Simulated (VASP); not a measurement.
Write the native input for VASP 6.6.1 that does the following.

| Property | Result |
| --- | --- |
| Task | single point |
| Functional | PBE |
| Potentials or basis | VASP PAW PBE potentials, release 64 (Ni, O) |
| Cutoff | 520 eV |
| k mesh | 14 × 14 × 12 |
| Occupations | gaussian, width 0.1 eV |
| Spin | no spin polarisation |
| Dipole correction | no |
| Further INCAR settings | ALGO = Normal; EDIFF = 1e-07; NBANDS = 24 |

The structure of NiO lies in POSCAR:

```
NiO
1.0
    2.0348864212     -2.4011384687      0.0000000000
    2.0348864212      2.4011384687      0.0000000000
    0.0000000000      0.0000000000      4.2606158739
Ni O
2 2
Direct
    0.3178139831      0.3178139831      0.5000000000
    0.6821860169      0.6821860169      0.0000000000
    0.2138308252      0.7861691748      0.7500000000
    0.7861691748      0.2138308252      0.2500000000
```

These files were run (other wordings do the same):

INCAR

```
  ALGO = Normal
  EDIFF = 1E-7
  ENCUT = 520
  GGA = PE
  ISIF = 2
  ISMEAR = 0
  LASPH = T
  LCHARG = T
  LELF = T
  LREAL = F
  LVHAR = T
  LWAVE = F
  NBANDS = 24
  NELM = 80
  PREC = Accurate
  SIGMA = 0.1
```

KPOINTS

```
k-points
0
Gamma
  14 14 12
```

Potentials or basis: VASP PAW PBE potentials, release 64 (Ni, O).

Run with:

```sh
$ cat potpaw_PBE.64/Ni/POTCAR potpaw_PBE.64/O/POTCAR > POTCAR
$ mpirun -np 1 vasp_std > vasp.out
```

It gave:

```json
{
  "Pressure": "0.4 GPa",
  "Largest force": "0.033 eV/Å",
  "Band gap on the k mesh": "zero (band 16 reaches 6.69 eV, above the bottom of band 17 at 6.02 eV)"
}
```

Caveat: the run has no spin polarisation, though such a crystal can be magnetic; semilocal functionals often make such compounds metallic where correlation or magnetic order opens a gap, which also shifts bond lengths.

It took 120 s on 1 thread of Intel(R) Xeon(R) 6975P-C (Granite Rapids), on a shared host, peak memory 0.41 GiB.
